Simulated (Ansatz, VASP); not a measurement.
**Two plane-wave programs on GaP**

File POSCAR:

```
GaP
1.0
    0.0000000000      2.7611126653      2.7611126653
    2.7611126653      0.0000000000      2.7611126653
    2.7611126653      2.7611126653      0.0000000000
Ga P
1 1
Direct
    0.0000000000      0.0000000000      0.0000000000
    0.7500000000      0.7500000000      0.7500000000
```

INCAR.step1

```
SYSTEM = GaP
  ALGO = Normal
  EDIFF = 1E-4
  ENCUT = 520
  GGA = PE
  ISMEAR = -1
  LASPH = .True.
  LCHARG = .False.
  LREAL = .False.
  LWAVE = .True.
  NBANDS = 16
  NELM = 100
  PREC = Accurate
  SIGMA = 0.05
```

Contents of INCAR.step2:

```
SYSTEM = GaP
  ALGO = Normal
  EDIFF = 1E-7
  ENCUT = 520
  ISIF = 2
  ISMEAR = -1
  ISTART = 1
  IVDW = 13
  LASPH = .True.
  LCHARG = .False.
  LMIXTAU = .True.
  LREAL = .False.
  LWAVE = .False.
  METAGGA = R2SCAN
  NBANDS = 16
  NELM = 100
  PREC = Accurate
  SIGMA = 0.05
  VDW_A1 = 0.51559235
  VDW_A2 = 5.77342911
  VDW_S6 = 1.0
  VDW_S8 = 0.6018749
```

File KPOINTS:

```
k-points
0
Gamma
  8 8 8
  0 0 0
```

input.yaml

```yaml
crystal:
  lattice:
    - [0.0, 2.7611126653, 2.7611126653]
    - [2.7611126653, 0.0, 2.7611126653]
    - [2.7611126653, 2.7611126653, 0.0]
  atoms:
    - { symbol: Ga, position: [0.0, 0.0, 0.0] }
    - { symbol: P, position: [0.75, 0.75, 0.75] }
hamiltonian:
  xc: r2scan
  pseudopotentials: { kind: paw }
  dispersion: d4
kpoints:
  mp_grid: { grid: [8, 8, 8] }
scf:
  occupations: { method: fermi_dirac, width: 0.05 }
output:
  forces: true
  stress: true
  eigenvalues: true
```

Alike in both runs: task single point; functional r2SCAN; dispersion D4; k mesh 8 × 8 × 8; occupations fermi-dirac, width 0.05 eV; no spin polarisation.

|  | VASP | Ansatz |
| --- | --- | --- |
| version | VASP 6.6.1 | Ansatz 0.2.0 |
| potentials or method | VASP PAW PBE potentials, release 64 (Ga_d, P) | Ansatz PAW |
| plane-wave cutoff (eV) | 520 | 500 |
| valence electrons in the cell | 18 | 18 |

VASP gave:

- gap on the k mesh at the Fermi level (eV): 1.91
- least direct gap on the mesh (eV): 2.00
- pressure (GPa): -4.1

Q: What did Ansatz give for the same quantities?

A: gap on the k mesh at the Fermi level (eV): 1.91; least direct gap on the mesh (eV): 2.02; pressure (GPa): -4.1.

VASP's potentials were made for PBE, not for r2SCAN.
